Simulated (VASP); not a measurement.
Write the native input for VASP 6.6.1 that does the following.

```yaml
Task: single point
Functional: PBE
Potentials_or_basis: VASP PAW PBE potentials, release 64 (Sr_sv, O)
Cutoff: 600 eV
k_mesh: 6 × 6 × 6
Occupations: gaussian, width 0.01 eV
Spin: no spin polarisation
Dipole_correction: no
Further_INCAR_settings: ALGO = Normal; EDIFF = 1e-06; NBANDS = 15
```

The structure of SrO (pbe) lies in POSCAR:

```
SrO
1.0
    0.0000000000      2.5974845728      2.5974845728
    2.5974845728      0.0000000000      2.5974845728
    2.5974845728      2.5974845728      0.0000000000
Sr O
1 1
Direct
    0.0000000000      0.0000000000      0.0000000000
    0.5000000000      0.5000000000      0.5000000000
```

One way to write it, as run:

INCAR

```
SYSTEM = SrO
ALGO = Normal
EDIFF = 1E-6
ENCUT = 600
GGA = PE
GGA_COMPAT = .False.
ISIF = 2
ISMEAR = 0
LASPH = .True.
LCHARG = .False.
LREAL = .False.
LWAVE = .False.
NBANDS = 15
NELM = 120
PREC = Accurate
SIGMA = 0.01
```

KPOINTS

```
k-points
0
Gamma
  6 6 6
  0 0 0
```

Potentials or basis: VASP PAW PBE potentials, release 64 (Sr_sv, O).

Launch:

```console
$ cat potpaw_PBE.64/Sr_sv/POTCAR potpaw_PBE.64/O/POTCAR > POTCAR
$ mpirun -np 1 vasp_std > vasp.out
```

It gave:

- Pressure: 0.4 GPa
- Band gap on the k mesh: 3.28 eV, indirect (least direct gap 3.39 eV)

Run time: 19 s on 1 thread of AMD EPYC 7R43 64-Core Processor (Zen 3) (shared host), peak memory 0.14 GiB.
